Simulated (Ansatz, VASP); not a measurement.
Two plane-wave programs on Ga2C3

The input POSCAR:

```
Ga2C3
1.0
    3.4756830189      0.0000000000      0.0000000000
   -1.7378415094      3.0100297898      0.0000000000
    0.0000000000      0.0000000000      5.4075981994
Ga C
2 3
Direct
    0.3333333333      0.6666666667      0.2450000000
    0.6666666667      0.3333333333      0.7550000000
    0.0000000000      0.0000000000      0.0000000000
    0.3333333333      0.6666666667      0.6450000000
    0.6666666667      0.3333333333      0.3550000000
```

File INCAR.step1:

```
  PREC = Accurate
  ENCUT = 520
  ISMEAR = 0
  SIGMA = 0.1
  LREAL = F
  LASPH = T
  NELM = 100
  NBANDS = 27
  GGA = PE
  ALGO = Normal
  EDIFF = 1E-4
  LWAVE = T
  LCHARG = F
```

Contents of INCAR.step2:

```
  PREC = Accurate
  ENCUT = 520
  EDIFF = 1E-6
  ISMEAR = 0
  SIGMA = 0.1
  LREAL = F
  LASPH = T
  NELM = 100
  ALGO = Normal
  ISIF = 2
  LWAVE = F
  LCHARG = T
  METAGGA = R2SCAN
  LMIXTAU = T
  LELF = T
  LVHAR = T
  NBANDS = 27
  ISTART = 1
```

File KPOINTS:

```
regular mesh
0
Gamma
  6 6 4
```

Input for Ansatz:

```yaml
crystal:
  lattice:
    - [3.4756830189, 0.0, 0.0]
    - [-1.7378415094, 3.0100297898, 0.0]
    - [0.0, 0.0, 5.4075981994]
  atoms:
    - { symbol: Ga, position: [0.3333333333, 0.6666666667, 0.245] }
    - { symbol: Ga, position: [0.6666666667, 0.3333333333, 0.755] }
    - { symbol: C, position: [0.0, 0.0, 0.0] }
    - { symbol: C, position: [0.3333333333, 0.6666666667, 0.645] }
    - { symbol: C, position: [0.6666666667, 0.3333333333, 0.355] }
basis:
  ecutwfc: 500
kpoints:
  mp_grid: { grid: [6, 6, 4] }
hamiltonian:
  xc: r2scan
scf:
  occupations: { method: gaussian, width: 0.1 }
  lower_state_search: "off"
output:
  forces: true
  stress: true
  eigenvalues: true
```

Alike in both runs: task single point; functional r2SCAN; k mesh 6 × 6 × 4; occupations gaussian, width 0.1 eV; no spin polarisation.

|  | VASP | Ansatz |
| --- | --- | --- |
| version | VASP 6.6.1 | Ansatz 0.2.0 |
| potentials or method | VASP PAW PBE potentials, release 64 (Ga_d, C), cutoff 520 eV | scalar-relativistic, plane waves, PAW |
| valence electrons in the cell | 38 | 38 |

```csv
,VASP,Ansatz,Ansatz less VASP
gap on the k mesh at the Fermi level (eV),none,none,-
pressure (GPa),-4.7,-5.0,-0.35
"traceless stress, the component that is largest in VASP (GPa)",9.10,9.21,+0.106
rms of the force components (eV/Å),0.419,0.423,+0.0032
```

VASP's potentials were made for PBE, not for r2SCAN. Atom by atom the forces differ by 0.011 eV/Å (rms over components). A gap of «none» marks a metal or a gap that the smearing closes. The functional is the same, so the differences come from potentials, cutoffs and numerics.
